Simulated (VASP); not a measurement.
# Co (P6_3/mmc) in VASP: a series of runs

Co is run at these levels: r2SCAN; tasks: single point.

Program: VASP 6.6.1. These are calculated values, not measurements. Logs are shortened: lines on timing, memory, paths and dates and some standing lists are left out, and cuts for length are marked.

### Step 1. The cell of the first run

The structure is hexagonal, space group P6_3/mmc (No. 194). Conventional cell: a = 2.472 Å, b = 2.472 Å, c = 4.027 Å, α = 90.00°, β = 90.00°, γ = 120.00°. Co (site symmetry -6m2) has 12 Co at 2.47 Å within 3.3 Å.

### Step 2. Single point, r2SCAN, collinear spin, ferromagnetic start

The input, POSCAR:

```
Co
1.0
    2.4715232260      0.0000000000      0.0000000000
   -1.2357616130      2.1404018997      0.0000000000
    0.0000000000      0.0000000000      4.0271144694
Co
2
Direct
    0.3333333333      0.6666666667      0.2500000000
    0.6666666667      0.3333333333      0.7500000000
```

The input, INCAR.step1:

```
SYSTEM = Co
PREC     = Accurate       ! precision mode
ENCUT    = 520            ! plane-wave cutoff, eV
ISMEAR   = 0              ! smearing method
SIGMA    = 0.01           ! smearing width, eV
LREAL    = .False.        ! projectors in reciprocal space
LASPH    = .True.         ! aspherical terms in the spheres
NELM     = 150            ! most SCF steps
ISPIN    = 2              ! spin polarisation
MAGMOM   = 1.891 1.891    ! initial moments
LMAXMIX  = 4              ! l up to which the mixer works
NBANDS   = 20             ! bands
GGA      = PE             ! functional
ALGO     = Normal         ! electronic algorithm
EDIFF    = 1E-4           ! SCF threshold, eV
LWAVE    = .True.         ! write WAVECAR
LCHARG   = .False.        ! write CHGCAR
```

The input, INCAR.step2:

```
SYSTEM = Co
PREC     = Accurate       ! precision mode
ENCUT    = 520            ! plane-wave cutoff, eV
EDIFF    = 1E-6           ! SCF threshold, eV
ISMEAR   = 0              ! smearing method
SIGMA    = 0.01           ! smearing width, eV
LREAL    = .False.        ! projectors in reciprocal space
LASPH    = .True.         ! aspherical terms in the spheres
NELM     = 150            ! most SCF steps
ALGO     = Normal         ! electronic algorithm
ISIF     = 2              ! what is computed and relaxed
LWAVE    = .False.        ! write WAVECAR
LCHARG   = .True.         ! write CHGCAR
ISPIN    = 2              ! spin polarisation
MAGMOM   = 1.891 1.891    ! initial moments
LORBIT   = 11             ! projections on sites
LMAXMIX  = 4              ! l up to which the mixer works
METAGGA  = R2SCAN         ! meta-GGA
LMIXTAU  = .True.       
LELF     = .True.         ! ELF
LVHAR    = .True.       
NBANDS   = 20             ! bands
ISTART   = 1
```

The input, KPOINTS:

```
Automatic mesh
0
Gamma
  15 15 8
  0 0 0
```

Potentials or basis: VASP PAW PBE potentials, release 64 (Co).

Started as:

```sh
cat potpaw_PBE.64/Co/POTCAR > POTCAR
cp INCAR.step1 INCAR
mpirun -np 1 vasp_std > vasp.out
cp INCAR.step2 INCAR
mpirun -np 1 vasp_std > vasp.out
```

OUTCAR:

```text
SYSTEM = Co
   PREC = Accurate
   ENCUT = 520
   EDIFF = 1E-6
   ISMEAR = 0
   LREAL = .False.
   LASPH = .True.
   NELM = 150
   ISIF = 2
   ISPIN = 2
   LORBIT = 11
   METAGGA = R2SCAN
   ISTART = 1

 ion  position               nearest neighbor table
   1  0.333  0.667  0.250-   2 2.47   2 2.47   2 2.47   2 2.47   2 2.47   2 2.47
   2  0.667  0.333  0.750-   1 2.47   1 2.47   1 2.47   1 2.47   1 2.47   1 2.47

  LATTYP: Found a hexagonal cell.
 ALAT       =     2.4715232260
 C/A-ratio  =     1.6294058769

  Lattice vectors:

 A1 = (   2.4715232260,   0.0000000000,   0.0000000000)
 A2 = (  -1.2357616130,   2.1404018997,   0.0000000000)
 A3 = (   0.0000000000,   0.0000000000,   4.0271144694)

Analysis of symmetry for initial positions (statically):
=====================================================================
 Subroutine PRICEL returns:
 Original cell was already a primitive cell.

 Routine SETGRP: Setting up the symmetry group for a
 hexagonal supercell.

 Subroutine GETGRP returns: Found 24 space group operations
 (whereof 12 operations were pure point group operations)
 out of a pool of 24 trial point group operations.

The static configuration has the point symmetry D_3d.
 The point group associated with its full space group is D_6h.

Analysis of symmetry for dynamics (positions and initial velocities):
=====================================================================
 Subroutine PRICEL returns:
 Original cell was already a primitive cell.

 Routine SETGRP: Setting up the symmetry group for a
 hexagonal supercell.

 Subroutine GETGRP returns: Found 24 space group operations
 (whereof 12 operations were pure point group operations)
 out of a pool of 24 trial point group operations.

The dynamic configuration has the point symmetry D_3d.
 The point group associated with its full space group is D_6h.

Analysis of structural, dynamic, and magnetic symmetry:
=====================================================================
 Subroutine PRICEL returns:
 Original cell was already a primitive cell.

 Routine SETGRP: Setting up the symmetry group for a
 hexagonal supercell.

 Subroutine GETGRP returns: Found 24 space group operations
 (whereof 12 operations were pure point group operations)
 out of a pool of 24 trial point group operations.

The overall configuration has the point symmetry D_3d.
 The point group associated with its full space group is D_6h.

 Subroutine INISYM returns: Found 24 space group operations
 (whereof 12 operations are pure point group operations),
 and found     1 'primitive' translations

----------------------------------------------------------------------------------------

                                     Primitive cell

  volume of cell :      21.3036

  direct lattice vectors                    reciprocal lattice vectors
     2.471523226  0.000000000  0.000000000     0.404608781  0.233600989  0.000000000
    -1.235761613  2.140401900  0.000000000     0.000000000  0.467201977  0.000000000
     0.000000000  0.000000000  4.027114469     0.000000000  0.000000000  0.248316756

  length of vectors
     2.471523226  2.471523226  4.027114469     0.467201977  0.467201977  0.248316756

  position of ions in fractional coordinates (direct lattice)
     0.333333333  0.666666667  0.250000000
     0.666666667  0.333333333  0.750000000

  ion indices of the primitive-cell ions
   primitive index   ion index
                 1           1
                 2           2

----------------------------------------------------------------------------------------

 KPOINTS: Automatic mesh

Automatic generation of k-mesh.
 Grid dimensions read from file:
 generate k-points for:   15   15    8

 Generating k-lattice:

  Cartesian coordinates                     Fractional coordinates (reciprocal lattice)
     0.026973919  0.015573399  0.000000000     0.066666667  0.000000000  0.000000000
     0.000000000  0.031146798  0.000000000     0.000000000  0.066666667  0.000000000
     0.000000000  0.000000000  0.031039594     0.000000000  0.000000000  0.125000000

  Length of vectors
     0.031146798  0.031146798  0.031039594

  Shift w.r.t. Gamma in fractional coordinates (k-lattice)
     0.000000000  0.000000000  0.000000000

 Subroutine IBZKPT returns following result:
 ===========================================

 Found    135 irreducible k-points:

 Following reciprocal coordinates:
            Coordinates               Weight
  0.000000  0.000000  0.000000      1.000000
  0.066667 -0.000000  0.000000      6.000000
  0.133333 -0.000000  0.000000      6.000000
  0.200000  0.000000  0.000000      6.000000
  0.266667 -0.000000  0.000000      6.000000
  0.333333 -0.000000  0.000000      6.000000
[... 16 lines left out ...]
  0.333333  0.200000  0.000000     12.000000
  0.400000  0.200000  0.000000      6.000000
 [... further k-points ...]
   k-points           NKPTS =    135   k-points in BZ     NKDIM =    135   number of bands    NBANDS=     20
   number of dos      NEDOS =    301   number of ions     NIONS =      2
   total plane-waves  NPLWV =   9720
   dimension x,y,z NGX =    18 NGY =   18 NGZ =   30
   dimension x,y,z NGXF=    36 NGYF=   36 NGZF=   60
   ions per type =               2
   NGX,Y,Z   is equivalent  to a cutoff of  12.11, 12.11, 12.38 a.u.
   NGXF,Y,Z  is equivalent  to a cutoff of  24.22, 24.22, 24.77 a.u.
 SYSTEM =  Co
   PREC   = accura    normal or accurate (medium, high low for compatibility)
   ISTART =      1    job   : 0-new  1-cont  2-samecut
   ICHARG =      0    charge: 1-file 2-atom 10-const
   ISPIN  =      2    spin polarized calculation?
   LNONCOLLINEAR =      F non collinear calculations
   LSORBIT =      F    spin-orbit coupling
   LASPH  =      T    aspherical Exc in radial PAW
   ENCUT  =  520.0 eV  38.22 Ry    6.18 a.u.   4.60  4.60  7.49*2*pi/ulx,y,z
   NELM   =    150;   NELMIN=  2; NELMDL=  0     # of ELM steps
   EDIFF  = 0.1E-05   stopping-criterion for ELM
   LREAL  =      F    real-space projection
   EDIFFG = 0.1E-04   stopping-criterion for IOM
   NSW    =      0    number of steps for IOM
   IBRION =     -1    ionic relax: 0-MD 1-quasi-New 2-CG
   NFREE  =      0    steps in history (QN), initial steepest desc. (CG)
   ISIF   =      2    stress and relaxation
   ISYM   =      2    0-nonsym 1-usesym 2-fastsym
   POTIM  = 0.5000    time-step for ionic-motion
   TEBEG  =    0.0;   TEEND  =   0.0 temperature during run
   PSTRESS=    0.0 pullay stress
   NELECT =      18.0000    total number of electrons
   NUPDOWN=      -1.0000    fix difference up-down
   EMIN   =  10.00;   EMAX   =-10.00  energy-range for DOS
   EFERMI =   0.00;   METHOD = LEGACY
   ISMEAR =     0;   SIGMA  =   0.01  broadening in eV -4-tet -1-fermi 0-gaus
   EFERMI_NEDOS =   21; number of points for ismear=-14 and -15
   IALGO  =     38    algorithm
   IMIX   =      4    mixing-type and parameters
     AMIX     =   0.40;   BMIX     =  1.00
     AMIX_MAG =   1.60;   BMIX_MAG =  1.00
  volume/ion in A,a.u.               =      10.65        71.88
  Fermi-wavevector in a.u.,A,eV,Ry     =   1.547679  2.924690 32.590191  2.395312
  Thomas-Fermi vector in A             =   2.652738
   LORBIT       =     11    0 simple, 1 ext, 2 COOP (PROOUT), +10 PAW based schemes
   METAGGA = R2SCAN    functional components
   LHFCALC =     F    Hartree Fock is set to
   AEXX    =    0.0000 exact exchange contribution
   IVDW    =     0    specifies the selected vdW correction
   LEPSILON=     F    determine dielectric tensor
   LRPA    =     F    only Hartree local field effects (RPA)
 spin polarized calculation
 Gauss-broadening in eV      SIGMA  =   0.01
  energy-cutoff  :      520.00
  volume of cell :       21.30
 maximum number of plane-waves:       588
   NGX =  9   NGY =  9   NGZ = 15

 number of electron      17.9999991 magnetization       3.3710936

 Free energy of the ion-electron system (eV)
  ---------------------------------------------------
  ext. energy  EPLUGINS =         0.00000000
  ---------------------------------------------------
  free energy    TOTEN  =       -26.40956992 eV

  energy without entropy =      -26.40950568  energy(sigma->0) =      -26.40953780

 E-fermi :  10.6026     XC(G=0): -14.8000

 val. band max:       10.6004351105   @ k =   0.2000   0.0000   0.1250
 cond. band min:      10.6066391434   @ k =   0.3333  -0.0000   0.5000
 fundamental gap:      0.0062040329
 Fermi energy:        10.6026023350

 spin component 1

 k-point     1 :       0.0000    0.0000    0.0000
  band No.  band energies     occupation
      1       1.1509      1.00000
      2       4.7711      1.00000
      3       7.2005      1.00000
      4       7.2539      1.00000
      5       7.2540      1.00000
      6       7.5585      1.00000
[... 12 lines left out ...]
     19      37.5917      0.00000
     20      37.5919      0.00000

 k-point     2 :       0.0667   -0.0000    0.0000
  band No.  band energies     occupation
      1       1.3153      1.00000
      2       4.8670      1.00000
      3       7.0579      1.00000
      4       7.3291      1.00000
      5       7.3776      1.00000
      6       7.5245      1.00000
[... 12 lines left out ...]
     19      39.4774      0.00000
     20      39.8338      0.00000
[... 465 lines left out ...]
      3       5.6674      1.00000
      4       6.6019      1.00000
      5       6.9159      1.00000
      6       7.2674      1.00000
[... 12 lines left out ...]
     19      30.9671      0.00000
     20      40.4877      0.00000

 k-point    24 :       0.4000    0.2000    0.0000
  band No.  band energies     occupation
      1       5.4626      1.00000
      2       5.6093      1.00000
      3       5.7107      1.00000
      4       6.7606      1.00000
      5       6.9427      1.00000
      6       7.1804      1.00000
[... 12 lines left out ...]
     19      30.7931      0.00000
     20      40.4055      0.00000

 [... further k-points ...]

 spin component 2

 k-point     1 :       0.0000    0.0000    0.0000
  band No.  band energies     occupation
      1       0.5280      1.00000
      2       5.8809      1.00000
      3       9.5504      1.00000
      4       9.6539      1.00000
      5       9.6539      1.00000
      6       9.7104      1.00000
[... 12 lines left out ...]
     19      38.2550      0.00000
     20      38.2550      0.00000

 k-point     2 :       0.0667   -0.0000    0.0000
  band No.  band energies     occupation
      1       0.6963      1.00000
      2       5.9995      1.00000
      3       9.3768      1.00000
      4       9.3826      1.00000
      5       9.7411      1.00000
      6       9.7866      1.00000
[... 12 lines left out ...]
     19      40.0372      0.00000
     20      40.2197      0.00000
[... 465 lines left out ...]
      3       7.2812      1.00000
      4       7.7645      1.00000
      5       9.1819      1.00000
      6       9.4860      1.00000
[... 12 lines left out ...]
     19      31.6552      0.00000
     20      41.4516      0.00000

 k-point    24 :       0.4000    0.2000    0.0000
  band No.  band energies     occupation
      1       6.8141      1.00000
      2       7.1775      1.00000
      3       7.2632      1.00000
      4       7.7644      1.00000
      5       9.2447      1.00000
      6       9.3292      1.00000
[... 12 lines left out ...]
     19      31.4775      0.00000
     20      41.3717      0.00000

 [... further k-points ...]
[... 5 lines left out ...]
  --------------------------------------------------------------------------------------
  -------------------------------------------------------------------------------------
  Total       -0.2635321     -0.2635321     -0.2143819     -0.0000000     -0.0000000      0.0000000
  in kB      -19.8193839    -19.8193839    -16.1229553     -0.0000000     -0.0000000      0.0000000
  external PRESSURE =     -18.5872410 kB  Pullay stress =       0.0000000 kB

 VOLUME and BASIS-vectors are now :
 -----------------------------------------------------------------------------
  energy-cutoff  :      520.00
  volume of cell :       21.30
      direct lattice vectors                 reciprocal lattice vectors
     2.471523226  0.000000000  0.000000000     0.404608781  0.233600989  0.000000000
    -1.235761613  2.140401900  0.000000000     0.000000000  0.467201977  0.000000000
     0.000000000  0.000000000  4.027114469     0.000000000  0.000000000  0.248316756

 POSITION                                       TOTAL-FORCE (eV/Angst)
 -----------------------------------------------------------------------------------
     -0.00000      1.42693      1.00678         0.000000      0.000000      0.000000
      1.23576      0.71347      3.02034        -0.000000     -0.000000      0.000000
 -----------------------------------------------------------------------------------
    total drift:                                0.000000     -0.000000     -0.000000

  FREE ENERGIE OF THE ION-ELECTRON SYSTEM (eV)
  ---------------------------------------------------
  free  energy   TOTEN  =       -26.4095699246 eV

  energy  without entropy=      -26.4095056763  energy(sigma->0) =      -26.40953780

 total charge

# of ion       s       p       d       tot
------------------------------------------
    1        0.515   0.573   7.244   8.333
    2        0.515   0.573   7.244   8.333
--------------------------------------------------
tot          1.031   1.147  14.489  16.666

 magnetization (x)

# of ion       s       p       d       tot
------------------------------------------
    1       -0.016  -0.093   1.859   1.750
    2       -0.016  -0.093   1.859   1.750
--------------------------------------------------
tot         -0.031  -0.187   3.718   3.500
```

Run time: 3.7 min. Hardware: 1 thread of Intel Xeon Platinum 8488C (Sapphire Rapids), shared host; peak memory 0.2 GiB.

What came out:

```
Free energy                                           : -26.4096 eV
Pressure                                              : -1.9 GPa
Net moment                                            : 3.37 μB per cell
Site moments                                          : Co +1.75 μB
Valence electrons inside the program's atomic spheres : Co 8.33
```

Caveat: the PAW data sets were made with another functional, which shifts forces and pressure a little.

### Step 3. Single point, r2SCAN, collinear spin, ferromagnetic start

POSCAR is that of step 2.

The input, INCAR.step1:

```
  PREC = Accurate
  ENCUT = 520
  ISMEAR = 0
  SIGMA = 0.03
  LREAL = False
  LASPH = True
  NELM = 150
  ISPIN = 2
  MAGMOM = 1.891 1.891
  LMAXMIX = 4
  NBANDS = 20
  GGA = PE
  ALGO = Normal
  EDIFF = 1E-4
  LWAVE = True
  LCHARG = False
```

The input, INCAR.step2:

```
  PREC = Accurate
  ENCUT = 520
  EDIFF = 1E-6
  ISMEAR = 0
  SIGMA = 0.03
  LREAL = False
  LASPH = True
  NELM = 150
  ALGO = Normal
  ISIF = 2
  LWAVE = False
  LCHARG = True
  ISPIN = 2
  MAGMOM = 1.891 1.891
  LORBIT = 11
  LMAXMIX = 4
  METAGGA = R2SCAN
  LMIXTAU = True
  LELF = True
  LVHAR = True
  NBANDS = 20
  ISTART = 1
```

The input, KPOINTS:

```
Automatic mesh
0
Gamma
  15 15 8
```

Potentials or basis: VASP PAW PBE potentials, release 64 (Co).

Started as:

```sh
cat potpaw_PBE.64/Co/POTCAR > POTCAR
cp INCAR.step1 INCAR
mpirun -np 1 vasp_std > vasp.out
cp INCAR.step2 INCAR
mpirun -np 1 vasp_std > vasp.out
```

Run time: 3.4 min. Hardware: 1 thread of Intel Xeon Platinum 8488C (Sapphire Rapids), shared host; peak memory 0.2 GiB.

Results (log left out):

```
Free energy                                           : -26.4099 eV
Pressure                                              : -1.8 GPa
Net moment                                            : 3.37 μB per cell
Site moments                                          : Co +1.75 μB
Valence electrons inside the program's atomic spheres : Co 8.33
```

Stress tensor (GPa, compression positive):
```
-1.92  0.00  0.00
 0.00 -1.92  0.00
 0.00  0.00 -1.64
```

Levels at points of the mesh, in eV from the Fermi level:
Spin up:
| k point | band 7 | band 8 | band 9 | band 10 | band 11 | band 12 | band 13 | band 14 | band 15 | band 16 |
| --- | --- | --- | --- | --- | --- | --- | --- | --- | --- | --- |
| (0.00, 0.00, 0.00) | -3.04 | -2.69 | -2.69 | -1.60 | -1.60 | -0.32 | 6.25 | 22.96 | 25.76 | 25.76 |
| (0.00, 0.00, 0.50) | -3.41 | -3.41 | -1.91 | -1.91 | -1.91 | -1.91 | 15.31 | 15.31 | 23.74 | 23.74 |
Spin down:
```tsv
k point	band 3	band 4	band 5	band 6	band 7	band 8	band 9	band 10	band 11	band 12
(0.00, 0.00, 0.00)	-1.05	-0.95	-0.95	-0.89	-0.56	-0.56	-0.01	-0.01	1.27	1.27
(0.00, 0.00, 0.50)	-1.73	-1.73	-1.00	-1.00	-1.00	-1.00	0.90	0.90	0.90	0.90
```

Caveat: the PAW data sets were made with another functional, which shifts forces and pressure a little.
